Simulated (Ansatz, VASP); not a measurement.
**Te5W: VASP beside Ansatz**

Contents of INCAR:

```
SYSTEM = Te5W
ALGO = Normal
EDIFF = 1E-7
EDIFFG = -0.04
ENCUT = 500
GGA = PE
GGA_COMPAT = .FALSE.
IBRION = 2
ISIF = 3
ISMEAR = 0
LASPH = .TRUE.
LCHARG = .FALSE.
LREAL = .FALSE.
LWAVE = .FALSE.
NELM = 120
NELMIN = 4
NSW = 90
PREC = Accurate
SIGMA = 0.1
```

File KPOINTS:

```
k-points
0
G
  4 4 4
  0 0 0
```

The input POSCAR:

```
Te5W
1.0
    0.0000000000      4.5146413400      4.5146413400
    4.5146413400      0.0000000000      4.5146413400
    4.5146413400      4.5146413400      0.0000000000
Te W
5 1
Direct
    0.3750000000      0.3750000000      0.8750000000
    0.3750000000      0.8750000000      0.3750000000
    0.8750000000      0.3750000000      0.3750000000
    0.3750000000      0.3750000000      0.3750000000
    0.7500000000      0.7500000000      0.7500000000
    0.0000000000      0.0000000000      0.0000000000
```

Input for Ansatz:

```yaml
crystal:
  lattice:
    - [0.0, 4.51464134, 4.51464134]
    - [4.51464134, 0.0, 4.51464134]
    - [4.51464134, 4.51464134, 0.0]
  atoms:
    - { symbol: Te, position: [0.375, 0.375, 0.875] }
    - { symbol: Te, position: [0.375, 0.875, 0.375] }
    - { symbol: Te, position: [0.875, 0.375, 0.375] }
    - { symbol: Te, position: [0.375, 0.375, 0.375] }
    - { symbol: Te, position: [0.75, 0.75, 0.75] }
    - { symbol: W, position: [0.0, 0.0, 0.0] }
basis:
  ecutwfc: 420
kpoints:
  mp_grid: { grid: [4, 4, 4] }
hamiltonian:
  xc: pbe
scf:
  occupations: { method: gaussian, width: 0.1 }
  lower_state_search: "off"
output:
  forces: true
  stress: true
  eigenvalues: true
relax:
  adjacent_minimum: "off"
  f_tol: 0.04
  max_steps: 70
  cell: { stress_tol: 0.4 }
```

Change from the starting cell: species swapped into the DyCu5 type (F-43m, No. 216).

Alike in both runs: task relaxation of cell and atoms; functional PBE; k mesh 4 × 4 × 4; occupations gaussian, width 0.1 eV; no spin polarisation.

|  | VASP | Ansatz |
| --- | --- | --- |
| version | VASP 6.6.1 | Ansatz 0.2.0 |
| potentials or method | VASP PAW PBE potentials, release 64 (Te, W_sv), cutoff 500 eV | scalar-relativistic, plane waves, PAW |
| valence electrons in the cell | 44 | 94 |

VASP gave:

```
gap on the k mesh at the Fermi level, each at its own relaxed structure (eV) : none
relaxed volume (Å³/atom)                                                     : 27.54
relaxed cell length with the largest relative difference (Å)                 : 6.160
```

Question: Which values does Ansatz return?

Answer: gap on the k mesh at the Fermi level, each at its own relaxed structure (eV): none; relaxed volume (Å³/atom): 27.61; relaxed cell length with the largest relative difference (Å): 6.164.

A gap of «none» marks a metal or a gap that the smearing closes. VASP's potentials hold 44 valence electrons a cell and Ansatz's 94, so a difference there can come from the potentials and not from the codes.

Spin-orbit coupling is off throughout.
